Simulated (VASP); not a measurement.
A run of VASP 6.6.1 is set up as follows.

The input INCAR:

```
PREC = Accurate
ENCUT = 520
EDIFF = 1E-7
ISMEAR = 0
SIGMA = 0.05
LREAL = False
LASPH = True
NELM = 60
ALGO = Normal
ISIF = 2
LWAVE = False
LCHARG = True
GGA = PE
LELF = True
LVHAR = True
NBANDS = 26
```

KPOINTS

```
Automatic mesh
0
Gamma
  12 12 4
```

Contents of POSCAR:

```
CdSe
1.0
    4.6304186651      0.0000000000      0.0000000000
   -2.3152093326      4.0100601942      0.0000000000
    0.0000000000      0.0000000000      6.0455160950
Cd Se
2 2
Direct
    0.6666666667      0.3333333333      0.0000000000
    0.3333333333      0.6666666667      0.5000000000
    0.6666666667      0.3333333333      0.3750000000
    0.3333333333      0.6666666667      0.8750000000
```

Potentials or basis: VASP PAW PBE potentials, release 64 (Cd, Se).

Command:

```bash
$ cat potpaw_PBE.64/Cd/POTCAR potpaw_PBE.64/Se/POTCAR > POTCAR
$ mpirun -np 1 vasp_std > vasp.out
```

Estimate the pressure.

9.2 GPa.

What does it give for the largest force?

3.965 eV/Å.

Forces on the atoms (eV/Å):
```
Cd   0.000  0.000 -3.965
Cd   0.000  0.000 -3.965
Se   0.000  0.000  3.965
Se   0.000  0.000  3.965
```

Caveat: the stress differs along the axes, from -2 to 31 GPa; forces of over 1 eV/Å act on the atoms, so gaps and moduli don't describe the material at rest.
